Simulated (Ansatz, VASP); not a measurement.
## Ti in VASP and in Ansatz

The input POSCAR:

```
Ti
1.0
   -1.6518678664      1.6518678664      1.6518678664
    1.6518678664     -1.6518678664      1.6518678664
    1.6518678664      1.6518678664     -1.6518678664
Ti
1
Direct
    0.0000000000      0.0000000000      0.0000000000
```

File INCAR.step1:

```
SYSTEM = Ti
PREC = Accurate
ENCUT = 520
EDIFF = 1E-5
ISMEAR = -1
SIGMA = 0.05
LREAL = .FALSE.
LASPH = .TRUE.
NELM = 60
ALGO = Normal
ISIF = 2
LWAVE = .TRUE.
LCHARG = .FALSE.
GGA = PE
NBANDS = 12
```

INCAR.step2

```
SYSTEM = Ti
PREC = Accurate
ENCUT = 520
EDIFF = 1E-7
ISMEAR = -1
SIGMA = 0.05
LREAL = .FALSE.
LASPH = .TRUE.
NELM = 60
ALGO = Normal
ISIF = 2
LWAVE = .FALSE.
LCHARG = .FALSE.
GGA = PE
LHFCALC = .TRUE.
HFSCREEN = 0.2079
PRECFOCK = Normal
ISTART = 1
NBANDS = 12
```

The input KPOINTS:

```
Automatic mesh
0
G
  8 8 8
  0 0 0
```

Contents of input:

```
crystal:
  lattice:
    - [-1.6518678664, 1.6518678664, 1.6518678664]
    - [1.6518678664, -1.6518678664, 1.6518678664]
    - [1.6518678664, 1.6518678664, -1.6518678664]
  atoms:
    - { symbol: Ti, position: [0.0, 0.0, 0.0] }
hamiltonian:
  xc: hse06
  pseudopotentials: { kind: paw }
kpoints:
  mp_grid: { grid: [8, 8, 8] }
scf:
  occupations: { method: fermi_dirac, width: 0.05 }
output:
  forces: true
  stress: true
  eigenvalues: true
```

Alike in both runs: task single point; functional HSE06; k mesh 8 × 8 × 8; occupations fermi-dirac, width 0.05 eV; no spin polarisation.

```csv
,VASP,Ansatz
version,VASP 6.6.1,Ansatz 0.2.0
potentials or method,"VASP PAW PBE potentials, release 64 (Ti_sv)",Ansatz PAW
plane-wave cutoff (eV),520,420
valence electrons in the cell,12,12
```

```tsv
	VASP	Ansatz	Ansatz less VASP
gap on the k mesh at the Fermi level (eV)	none	none	-
pressure (GPa)	-5.5	-5.1	+0.41
```

A gap of «none» marks a metal or a gap that the smearing closes. The functional is the same, so the differences come from potentials, cutoffs and numerics.
